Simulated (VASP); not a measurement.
Input of a VASP 6.6.1 run:

POSCAR

```
Ti
1.0
   -1.6410000000      1.8562992000      1.6410000000
    1.6410000000     -1.8562992000      1.6410000000
    1.6410000000      1.8562992000     -1.6410000000
Ti
1
Direct
    0.0000000000      0.0000000000      0.0000000000
```

INCAR.step1

```
SYSTEM = Ti
PREC = Accurate
ENCUT = 520
ISMEAR = 0
SIGMA = 0.15
LREAL = .False.
LASPH = .True.
NELM = 60
NBANDS = 12
GGA = PE
ALGO = Normal
EDIFF = 1E-4
LWAVE = .True.
LCHARG = .False.
```

INCAR.step2

```
SYSTEM = Ti
PREC = Accurate
ENCUT = 520
EDIFF = 1E-7
ISMEAR = 0
SIGMA = 0.15
LREAL = .False.
LASPH = .True.
NELM = 60
ALGO = Normal
ISIF = 2
LWAVE = .False.
LCHARG = .False.
METAGGA = R2SCAN
LMIXTAU = .True.
NBANDS = 12
ISTART = 1
```

The input KPOINTS:

```
Automatic mesh
0
Gamma
  20 20 20
  0 0 0
```

Potentials or basis: VASP PAW PBE potentials, release 64 (Ti_sv).

Launch:

```sh
$ cat potpaw_PBE.64/Ti_sv/POTCAR > POTCAR
$ cp INCAR.step1 INCAR
$ mpirun -np 1 vasp_std > vasp.out
$ cp INCAR.step2 INCAR
$ mpirun -np 1 vasp_std > vasp.out
```

Question: Estimate the pressure.

Answer: -12.4 GPa.

Question: What does it give for the band gap on the k mesh?

Answer: Zero (bands 6 and 7 overlap by 1.51 eV).

Stress tensor (GPa, compression positive):
```
-13.68   0.00   0.00
  0.00  -9.85   0.00
  0.00   0.00 -13.68
```

Caveat: the cell differs from its parent crystal (strain +0.1312 x Voigt [0, 1, 0, 0, 0, 0]); the cell stands under tension; the PAW data sets were made with another functional, which shifts forces and pressure a little.
